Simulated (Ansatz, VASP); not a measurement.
## Two plane-wave programs on Na

File INCAR:

```
PREC = Accurate ; ENCUT = 520
EDIFF = 1E-7 ; ISMEAR = 0
SIGMA = 0.1 ; LREAL = False
LASPH = True ; NELM = 60
ALGO = Normal ; ISIF = 2
LWAVE = False ; LCHARG = False
GGA = PE ; NBANDS = 10
```

The input KPOINTS:

```
Automatic mesh
0
Gamma
  14 14 14
```

Contents of POSCAR:

```
Na
1.0
   -2.1157636500      2.1157636500      2.1157636500
    2.1157636500     -2.1157636500      2.1157636500
    2.1157636500      2.1157636500     -2.1157636500
Na
1
Direct
    0.0000000000      0.0000000000      0.0000000000
```

Input for Ansatz:

```yaml
crystal:
  lattice:
    - [-2.11576365, 2.11576365, 2.11576365]
    - [2.11576365, -2.11576365, 2.11576365]
    - [2.11576365, 2.11576365, -2.11576365]
  atoms:
    - { symbol: Na, position: [0.0, 0.0, 0.0] }
basis:
  ecutwfc: 420
kpoints:
  mp_grid: { grid: [14, 14, 14] }
hamiltonian:
  xc: pbe
scf:
  occupations: { method: gaussian, width: 0.1 }
output:
  forces: true
  stress: true
  eigenvalues: true
  populations: true
```

Alike in both runs: task single point; functional PBE; k mesh 14 × 14 × 14; occupations gaussian, width 0.1 eV; no spin polarisation.

|  | VASP | Ansatz |
| --- | --- | --- |
| version | VASP 6.6.1 | Ansatz 0.2.0 |
| potentials or method | VASP PAW PBE potentials, release 64 (Na_pv), cutoff 520 eV | scalar-relativistic, plane waves, PAW |
| valence electrons in the cell | 7 | 9 |

```tsv
	VASP	Ansatz	Ansatz less VASP
gap on the k mesh at the Fermi level (eV)	none	none	-
pressure (GPa)	-0.2	-0.2	0.00
```

A gap of «none» marks a metal or a gap that the smearing closes. VASP's potentials hold 7 valence electrons a cell and Ansatz's 9, so a difference there can come from the potentials and not from the codes.
